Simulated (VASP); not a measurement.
# MoS2: single point with PBE+D3(BJ)

The system is MoS2.

```
Mo S
1.0
     3.17793    0.00000    0.00000
    -1.58897    2.75217    0.00000
     0.00000    0.00000    6.52620
Mo S
1 2
Direct
  0.00000 0.00000 0.00000
  0.33333 0.66667 0.19817
  0.33333 0.66667 0.80183
```

This cell differs from its parent crystal: c/a of the conventional cell at fixed volume 2.0536.

* Program: VASP 6.6.1
* Task: single point
* Functional: PBE
* Dispersion: D3(BJ)
* Potentials or basis: VASP PAW PBE potentials, release 64 (Mo_sv, S)
* Cutoff: 500 eV
* k mesh: 12 × 12 × 4
* Occupations: gaussian, width 0.05 eV
* Spin: no spin polarisation
* Dipole correction: no
* Further INCAR settings: ALGO = Normal; EDIFF = 1e-06; NBANDS = 20

```yaml
Pressure: 29.7 GPa
Largest_force: 6.711 eV/Å
Band_gap_on_the_k_mesh: zero (band 13 reaches 7.51 eV, above the bottom of band 14 at 6.46 eV)
Dispersion_energy_per_atom: -0.400 eV
```

Forces on the atoms (eV/Å):
```
Mo   0.000  0.000  0.000
S    0.000  0.000  6.711
S    0.000  0.000 -6.711
```

Stress tensor (GPa, compression positive):
```
21.25  0.00  0.00
 0.00 21.25  0.00
 0.00  0.00 46.57
```

Levels at points of the mesh, in eV from the Fermi level:
```csv
k point,band 11,band 12,band 13,band 14,band 15,band 16
"(0.00, 0.00, 0.00)",-3.66,-1.13,-0.19,1.91,1.91,3.02
"(0.50, 0.00, 0.00)",-2.96,-1.81,-1.65,0.93,1.40,3.93
"(0.00, 0.00, 0.50)",-3.67,-2.24,0.58,1.88,1.88,3.07
"(0.50, 0.00, 0.50)",-2.94,-2.18,-1.61,0.94,1.41,3.46
```

It took 53 s on 1 thread of AMD EPYC 9R45 (Zen 5), on a shared host, peak memory 0.18 GiB.

Caveat: forces of over 1 eV/Å act on the atoms, so gaps and moduli don't describe the material at rest.
